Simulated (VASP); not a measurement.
# Si5C (P-6m2) in VASP: notebook

The runs below take Si5C through relaxation of cell and atoms, single point, with PBE.

All numbers are computed with VASP 6.6.1; they aren't measurements. Logs are shortened: lines on timing, memory, paths and dates and some standing lists are left out, and cuts for length are marked.

## 1. The cell of the first run

The structure is hexagonal, space group P-6m2 (No. 187). The conventional cell has a = 2.143 Å, b = 2.143 Å, c = 22.316 Å, α = 90.00°, β = 90.00°, γ = 120.00°. Si (site symmetry 3m) has 3 Si at 1.24 Å within 1.7 Å. Si (site symmetry -6m2) has 3 C at 1.24 Å within 1.7 Å. Si (site symmetry 3m) has 3 Si at 1.24 Å within 1.7 Å. Within 1.7 Å of C (site symmetry -6m2) lie 3 Si at 1.24 Å.

## 2. Relaxation of cell and atoms, PBE

File INCAR:

```
SYSTEM = Si5C
  PREC = Accurate
  ENCUT = 600
  EDIFF = 1E-6
  ISMEAR = 0
  SIGMA = 0.1
  LREAL = .False.
  LASPH = .True.
  NELM = 100
  ALGO = Normal
  ISIF = 3
  LWAVE = .False.
  LCHARG = .False.
  GGA = PE
  IBRION = 2
  NSW = 90
  EDIFFG = -0.04
```

File KPOINTS:

```
regular mesh
0
Gamma
  12 12 1
  0 0 0
```

File POSCAR:

```
Si5C
1.0
    2.1434796200      0.0000000000      0.0000000000
   -1.0717398100      1.8563078100      0.0000000000
    0.0000000000      0.0000000000     22.3159621000
Si C
5 1
Direct
    0.3333333300      0.6666666700      0.6666666700
    0.3333333300      0.6666666700      0.0000000000
    0.3333333300      0.6666666700      0.3333333300
    0.6666666700      0.3333333300      0.6666666700
    0.6666666700      0.3333333300      0.3333333300
    0.6666666700      0.3333333300      0.0000000000
```

Potentials or basis: VASP PAW PBE potentials, release 64 (Si, C).

Launch:

```
$ cat potpaw_PBE.64/Si/POTCAR potpaw_PBE.64/C/POTCAR > POTCAR
$ mpirun -np 1 vasp_std > vasp.out
```

OUTCAR:

```text
SYSTEM = Si5C
   PREC = Accurate
   ENCUT = 600
   EDIFF = 1E-6
   ISMEAR = 0
   LREAL = .False.
   LASPH = .True.
   NELM = 100
   ISIF = 3
   GGA = PE
   IBRION = 2
   NSW = 90
   EDIFFG = -0.04

 ion  position               nearest neighbor table
   1  0.333  0.667  0.667-   4 1.24   4 1.24   4 1.24   4 2.48   4 2.48   4 2.48
   2  0.333  0.667  0.000-   6 1.24   6 1.24   6 1.24   6 2.48   6 2.48   6 2.48
   3  0.333  0.667  0.333-   5 1.24   5 1.24   5 1.24   5 2.48   5 2.48   5 2.48
   4  0.667  0.333  0.667-   1 1.24   1 1.24   1 1.24   1 2.48   1 2.48   1 2.48
   5  0.667  0.333  0.333-   3 1.24   3 1.24   3 1.24   3 2.48   3 2.48   3 2.48
   6  0.667  0.333  0.000-   2 1.24   2 1.24   2 1.24   2 2.48   2 2.48   2 2.48

 -----------------------------------------------------------------------------
|                                                                             |
|           W    W    AA    RRRRR   N    N  II  N    N   GGGG   !!!           |
|           W    W   A  A   R    R  NN   N  II  NN   N  G    G  !!!           |
|           W    W  A    A  R    R  N N  N  II  N N  N  G       !!!           |
|           W WW W  AAAAAA  RRRRR   N  N N  II  N  N N  G  GGG   !            |
|           WW  WW  A    A  R   R   N   NN  II  N   NN  G    G                |
|           W    W  A    A  R    R  N    N  II  N    N   GGGG   !!!           |
|                                                                             |
|     The distance between some ions is very small. Please check the          |
|     nearest-neighbor list in the OUTCAR file.                               |
|     I HOPE YOU KNOW WHAT YOU ARE DOING!                                     |
|                                                                             |
 -----------------------------------------------------------------------------

  LATTYP: Found a hexagonal cell.
 ALAT       =     2.1434796200
 C/A-ratio  =    10.4110913357

  Lattice vectors:

 A1 = (   2.1434796200,   0.0000000000,   0.0000000000)
 A2 = (  -1.0717398100,   1.8563078100,   0.0000000000)
 A3 = (   0.0000000000,   0.0000000000,  22.3159621000)

Analysis of symmetry for initial positions (statically):
=====================================================================
 Subroutine PRICEL returns:
 Original cell was already a primitive cell.

 Routine SETGRP: Setting up the symmetry group for a
 hexagonal supercell.

 Subroutine GETGRP returns: Found 12 space group operations
 (whereof 12 operations were pure point group operations)
 out of a pool of 24 trial point group operations.

The static configuration has the point symmetry D_3h.

Analysis of symmetry for dynamics (positions and initial velocities):
=====================================================================
 Subroutine PRICEL returns:
 Original cell was already a primitive cell.

 Routine SETGRP: Setting up the symmetry group for a
 hexagonal supercell.

 Subroutine GETGRP returns: Found 12 space group operations
 (whereof 12 operations were pure point group operations)
 out of a pool of 24 trial point group operations.

The dynamic configuration has the point symmetry D_3h.

 Subroutine INISYM returns: Found 12 space group operations
 (whereof 12 operations are pure point group operations),
 and found     1 'primitive' translations

----------------------------------------------------------------------------------------

                                     Primitive cell

  volume of cell :      88.7943

  direct lattice vectors                    reciprocal lattice vectors
     2.143479620  0.000000000  0.000000000     0.466531144  0.269351881  0.000000000
    -1.071739810  1.856307810  0.000000000     0.000000000  0.538703762  0.000000000
     0.000000000  0.000000000 22.315962100     0.000000000  0.000000000  0.044810974

  length of vectors
     2.143479620  2.143479626 22.315962100     0.538703763  0.538703762  0.044810974

  position of ions in fractional coordinates (direct lattice)
     0.333333330  0.666666670  0.666666670
     0.333333330  0.666666670  0.000000000
     0.333333330  0.666666670  0.333333330
     0.666666670  0.333333330  0.666666670
     0.666666670  0.333333330  0.333333330
     0.666666670  0.333333330  0.000000000

  ion indices of the primitive-cell ions
   primitive index   ion index
                 1           1
                 2           2
                 3           3
                 4           4
                 5           5
                 6           6

----------------------------------------------------------------------------------------

 KPOINTS: regular mesh

Automatic generation of k-mesh.
 Grid dimensions read from file:
 generate k-points for:   12   12    1

 Generating k-lattice:

  Cartesian coordinates                     Fractional coordinates (reciprocal lattice)
     0.038877595  0.022445990  0.000000000     0.083333333 -0.000000000  0.000000000
     0.000000000  0.044891980  0.000000000     0.000000000  0.083333333  0.000000000
     0.000000000  0.000000000  0.044810974     0.000000000  0.000000000  1.000000000

  Length of vectors
     0.044891980  0.044891980  0.044810974

  Shift w.r.t. Gamma in fractional coordinates (k-lattice)
     0.000000000  0.000000000  0.000000000

 Subroutine IBZKPT returns following result:
 ===========================================

 Found     19 irreducible k-points:

 Following reciprocal coordinates:
            Coordinates               Weight
  0.000000  0.000000  0.000000      1.000000
  0.083333  0.000000  0.000000      6.000000
  0.166667  0.000000  0.000000      6.000000
  0.250000  0.000000  0.000000      6.000000
  0.333333  0.000000  0.000000      6.000000
  0.416667  0.000000  0.000000      6.000000
[... 11 lines left out ...]
  0.333333  0.250000  0.000000     12.000000
  0.333333  0.333333  0.000000      2.000000
   k-points           NKPTS =     19   k-points in BZ     NKDIM =     19   number of bands    NBANDS=     16
   number of dos      NEDOS =    301   number of ions     NIONS =      6
   total plane-waves  NPLWV =  58320
   dimension x,y,z NGX =    18 NGY =   18 NGZ =  180
   dimension x,y,z NGXF=    36 NGYF=   36 NGZF=  360
   ions per type =               5   1
   NGX,Y,Z   is equivalent  to a cutoff of  13.96, 13.96, 13.41 a.u.
   NGXF,Y,Z  is equivalent  to a cutoff of  27.92, 27.92, 26.82 a.u.
 SYSTEM =  Si5C
   PREC   = accura    normal or accurate (medium, high low for compatibility)
   ISTART =      0    job   : 0-new  1-cont  2-samecut
   ICHARG =      2    charge: 1-file 2-atom 10-const
   ISPIN  =      1    spin polarized calculation?
   LNONCOLLINEAR =      F non collinear calculations
   LSORBIT =      F    spin-orbit coupling
   LASPH  =      T    aspherical Exc in radial PAW
   ENCUT  =  600.0 eV  44.10 Ry    6.64 a.u.   4.28  4.28 44.57*2*pi/ulx,y,z
   NELM   =    100;   NELMIN=  2; NELMDL= -5     # of ELM steps
   EDIFF  = 0.1E-05   stopping-criterion for ELM
   LREAL  =      F    real-space projection
   EDIFFG = -.4E-01   stopping-criterion for IOM
   NSW    =     90    number of steps for IOM
   IBRION =      2    ionic relax: 0-MD 1-quasi-New 2-CG
   NFREE  =      1    steps in history (QN), initial steepest desc. (CG)
   ISIF   =      3    stress and relaxation
   ISYM   =      2    0-nonsym 1-usesym 2-fastsym
   POTIM  = 0.5000    time-step for ionic-motion
   TEBEG  =    0.0;   TEEND  =   0.0 temperature during run
   PSTRESS=    0.0 pullay stress
   NELECT =      24.0000    total number of electrons
   NUPDOWN=      -1.0000    fix difference up-down
   EMIN   =  10.00;   EMAX   =-10.00  energy-range for DOS
   EFERMI =   0.00;   METHOD = LEGACY
   ISMEAR =     0;   SIGMA  =   0.10  broadening in eV -4-tet -1-fermi 0-gaus
   EFERMI_NEDOS =   21; number of points for ismear=-14 and -15
   IALGO  =     38    algorithm
   IMIX   =      4    mixing-type and parameters
     AMIX     =   0.40;   BMIX     =  1.00
     AMIX_MAG =   1.60;   BMIX_MAG =  1.00
  volume/ion in A,a.u.               =      14.80        99.87
  Fermi-wavevector in a.u.,A,eV,Ry     =   1.058482  2.000241 15.243760  1.120385
  Thomas-Fermi vector in A             =   2.193793
   LORBIT       =      0    0 simple, 1 ext, 2 COOP (PROOUT), +10 PAW based schemes
   GGA     = PE    functional components
   LHFCALC =     F    Hartree Fock is set to
   AEXX    =    0.0000 exact exchange contribution
   IVDW    =     0    specifies the selected vdW correction
   LEPSILON=     F    determine dielectric tensor
   LRPA    =     F    only Hartree local field effects (RPA)
 conjugate gradient relaxation of ions
 non-spin polarized calculation
 Gauss-broadening in eV      SIGMA  =   0.10
  energy-cutoff  :      600.00
  volume of cell :       88.79
 maximum number of plane-waves:      3035
 NGX is ok and might be reduce to    18
   NGX =  9   NGY =  9   NGZ = 89

--------------------------------------- Ionic step        1  -------------------------------------------

 number of electron      23.9999998 magnetization

 Free energy of the ion-electron system (eV)
  ---------------------------------------------------
  ext. energy  EPLUGINS =         0.00000000
  ---------------------------------------------------
  free energy    TOTEN  =       176.71424315 eV

  energy without entropy =      176.72648278  energy(sigma->0) =      176.72036296

 E-fermi :   6.9272     XC(G=0):  -7.1659

 val. band max:        6.9190254523   @ k =   0.1667   0.1667   0.0000
 cond. band min:       7.0293221357   @ k =   0.3333   0.0833   0.0000
 fundamental gap:      0.1102966835
 Fermi energy:         6.9272123477

 k-point     1 :       0.0000    0.0000    0.0000
  band No.  band energies     occupation
      1     -15.7779      2.00000
      2     -15.7779      2.00000
      3     -12.4497      2.00000
      4      -6.6044      2.00000
      5      -6.6039      2.00000
      6      -2.7732      2.00000
[... 8 lines left out ...]
     15       9.5075      0.00000
     16       9.5075      0.00000
[... 453 lines left out ...]
  FREE ENERGIE OF THE ION-ELECTRON SYSTEM (eV)
  ---------------------------------------------------
  free  energy   TOTEN  =        21.5233128475 eV

  energy  without entropy=       21.6871578079  energy(sigma->0) =       21.60523533

 E-fermi :  -0.0920     XC(G=0):  -5.5361

 val. band max:       -0.3091210206   @ k =   0.3333   0.3333   0.0000
 cond. band min:      -0.0731481604   @ k =   0.3333   0.3333   0.0000
 fundamental gap:      0.2359728602
 Fermi energy:        -0.0919679878

 k-point     1 :       0.0000    0.0000    0.0000
  band No.  band energies     occupation
      1     -12.1644      2.00000
      2     -12.1640      2.00000
      3     -12.0961      2.00000
      4      -3.6563      2.00000
      5      -3.6329      2.00000
      6      -2.7839      2.00000
[... 8 lines left out ...]
     15       2.7802      0.00000
     16       2.7807      0.00000
[... 325 lines left out ...]
  band No.  band energies     occupation
      1      -9.9787      2.00000
      2      -8.4725      2.00000
      3      -8.4725      2.00000
      4      -8.4724      2.00000
      5      -8.4724      2.00000
      6      -7.4835      2.00000
[... 8 lines left out ...]
     15       1.0205      0.00000
     16       3.9063      0.00000

[... ionic steps 4 to 15 ...]

--------------------------------------- Ionic step       16  -------------------------------------------

 number of electron      23.9999983 magnetization

------------------------ aborting loop because EDIFF is reached ----------------------------------------

  FORCE on cell =-STRESS in cart. coord.  units (eV):
  Direction    XX          YY          ZZ          XY          YZ          ZX
  --------------------------------------------------------------------------------------
  -------------------------------------------------------------------------------------
  Total        0.1285971      0.1285971     -0.3459869      0.0000000      0.0000000      0.0000000
  in kB        0.8595798      0.8595798     -2.3126752      0.0000000      0.0000000      0.0000000
  external PRESSURE =      -0.1978385 kB  Pullay stress =       0.0000000 kB
[... 65 lines left out ...]
  energy  without entropy=      -29.1647096327  energy(sigma->0) =      -29.16639929

--------------------------------------- Ionic step       18  -------------------------------------------

 number of electron      23.9999982 magnetization

 Free energy of the ion-electron system (eV)
  ---------------------------------------------------
  ext. energy  EPLUGINS =         0.00000000
  ---------------------------------------------------
  free energy    TOTEN  =       -29.21125592 eV

  energy without entropy =      -29.20844781  energy(sigma->0) =      -29.20985186

 E-fermi :   1.9955     XC(G=0):  -7.3338

 val. band max:        1.9741419144   @ k =   0.3333   0.3333   0.0000
 cond. band min:       2.0877585634   @ k =   0.0833   0.0000   0.0000
 fundamental gap:      0.1136166489
 Fermi energy:         1.9955180844

 k-point     1 :       0.0000    0.0000    0.0000
  band No.  band energies     occupation
      1      -9.9907      2.00000
      2      -9.9200      2.00000
      3      -9.8891      2.00000
      4      -1.6363      2.00000
      5      -1.3032      2.00000
      6      -0.5631      2.00000
[... 8 lines left out ...]
     15       4.9864      0.00000
     16       5.0135      0.00000
[... 373 lines left out ...]
  FREE ENERGIE OF THE ION-ELECTRON SYSTEM (eV)
  ---------------------------------------------------
  free  energy   TOTEN  =       -29.2112559200 eV

  energy  without entropy=      -29.2084478086  energy(sigma->0) =      -29.20985186

 reached required accuracy - stopping structural energy minimisation
```

Run time: 8.6 min. Hardware: 1 thread of Intel Xeon 6975P-C (Granite Rapids), shared host; peak memory 0.25 GiB.

What came out:

```
Free energy                           : -29.2113 eV
Relaxed volume                        : 28.39 Å³/atom
Relaxed cell                          : a = 3.685 Å, b = 3.685 Å, c = 14.484 Å, α = 90.00°, β = 90.00°, γ = 120.00°
Space group after relaxing (to 0.1 Å) : P-6m2 (No. 187)
Pressure after relaxing               : -0.1 GPa
Largest force after relaxing          : 0.008 eV/Å
Band gap on the k mesh                : zero (bands 12 and 13 overlap by 0.62 eV)
```

Forces in eV/Å, atoms in the order of the input:
```
Si   0.000  0.000  0.006
Si   0.000  0.000  0.000
Si   0.000  0.000 -0.006
Si   0.000  0.000  0.008
Si   0.000  0.000 -0.008
C    0.000  0.000  0.000
```

Final structure:
```xyz
6
Lattice="3.6848 0.0000 0.0000 -1.8424 3.1911 0.0000 0.0000 0.0000 14.4840" Properties=species:S:1:pos:R:3 pbc="T T T"
Si    0.0000    2.1274    9.6564
Si    0.0000    2.1274    0.0000
Si    0.0000    2.1274    4.8276
Si    1.8424    1.0637    9.6566
Si    1.8424    1.0637    4.8274
C     1.8424    1.0637    0.0000
```

Levels at points of the mesh, in eV from the Fermi level:
```csv
k point,band 10,band 11,band 12,band 13,band 14,band 15
"(0.00, 0.00, 0.00)",-1.46,-1.44,-1.44,-0.64,2.85,2.99
"(0.50, 0.00, 0.00)",-1.14,-0.96,-0.54,0.59,0.91,1.08
```

Caveat: the volume moved by over 15 % at a fixed basis, so the end points are rough.

## 3. Single point, PBE, collinear spin

This run uses another cell than the first one, of 19.29 Å³/atom.

File INCAR:

```
SYSTEM = Si5C
PREC = Accurate ; ENCUT = 520
EDIFF = 1E-7 ; ISMEAR = 0
SIGMA = 0.1 ; LREAL = .FALSE.
LASPH = .TRUE. ; NELM = 150
ALGO = Normal ; ISIF = 2
LWAVE = .FALSE. ; LCHARG = .TRUE.
ISPIN = 2 ; MAGMOM = 0 0 0 0 0 1
LORBIT = 11 ; GGA = PE
LELF = .TRUE. ; LVHAR = .TRUE.
NBANDS = 25
```

File KPOINTS:

```
Automatic mesh
0
G
  6 6 2
  0 0 0
```

File POSCAR:

```
Si5C
1.0
    3.1061795975      0.0000000000      0.0000000000
   -1.5530897987      2.6900304401      0.0000000000
    0.0000000000      0.0000000000     13.8531318341
Si C
5 1
Direct
    0.3333333333      0.6666666667      0.5847951382
    0.3333333333      0.6666666667      0.0000000000
    0.3333333333      0.6666666667      0.4152048618
    0.6666666667      0.3333333333      0.7025091880
    0.6666666667      0.3333333333      0.2974908120
    0.6666666667      0.3333333333      0.0000000000
```

Potentials or basis: VASP PAW PBE potentials, release 64 (Si, C).

Launch:

```
$ cat potpaw_PBE.64/Si/POTCAR potpaw_PBE.64/C/POTCAR > POTCAR
$ mpirun -np 1 vasp_std > vasp.out
```

Wall time 66 s (1 thread of Intel Xeon 6975P-C (Granite Rapids), shared host); peak memory 0.3 GiB.

It converged, with:

```yaml
Free_energy: -33.0449 eV
Pressure: -0.1 GPa
Largest_force: 0.020 eV/Å
Band_gap_on_the_k_mesh: zero (filled and empty bands overlap)
Net_moment: 0.00 μB per cell
Valence_electrons_inside_the_program's_atomic_spheres: Si 1.61, 1.71, 1.58 (each value once); C 2.53
```

Forces in eV/Å, atoms in the order of the input:
```
Si   0.000  0.000  0.017
Si   0.000  0.000  0.000
Si   0.000  0.000 -0.017
Si   0.000  0.000 -0.020
Si   0.000  0.000  0.020
C    0.000  0.000  0.000
```

Stress tensor (GPa, compression positive):
```
-0.04  0.00  0.00
 0.00 -0.04  0.00
 0.00  0.00 -0.12
```

Levels at points of the mesh, in eV from the Fermi level:
Spin up:
| k point | band 10 | band 11 | band 12 | band 13 | band 14 | band 15 |
| --- | --- | --- | --- | --- | --- | --- |
| (0.00, 0.00, 0.00) | 1.09 | 2.53 | 3.40 | 3.40 | 3.98 | 3.98 |
| (0.50, 0.00, 0.00) | -2.06 | -1.33 | -0.33 | 0.24 | 0.81 | 0.83 |
| (0.00, 0.00, 0.50) | 0.56 | 3.40 | 3.40 | 3.48 | 3.98 | 3.98 |
| (0.50, 0.00, 0.50) | -1.81 | -1.61 | -0.27 | 0.24 | 0.81 | 0.88 |
Spin down:
| k point | band 9 | band 10 | band 11 | band 12 | band 13 | band 14 | band 15 | band 16 |
| --- | --- | --- | --- | --- | --- | --- | --- | --- |
| (0.00, 0.00, 0.00) | -2.24 | 1.09 | 2.52 | 3.40 | 3.40 | 3.98 | 3.98 | 5.31 |
| (0.50, 0.00, 0.00) | -2.99 | -2.06 | -1.33 | -0.33 | 0.24 | 0.81 | 0.83 | 1.66 |
| (0.00, 0.00, 0.50) | -2.24 | 0.56 | 3.40 | 3.40 | 3.48 | 3.98 | 3.98 | 4.58 |
| (0.50, 0.00, 0.50) | -3.01 | -1.81 | -1.61 | -0.27 | 0.24 | 0.81 | 0.88 | 1.50 |

Caveat: the k points lie up to 0.39 Å⁻¹ apart, too coarse for converged energies and pressures of a metal.

[end of part 1 of 2]

The gap in the log of VASP goes by the Fermi energy; the results here count the filled bands.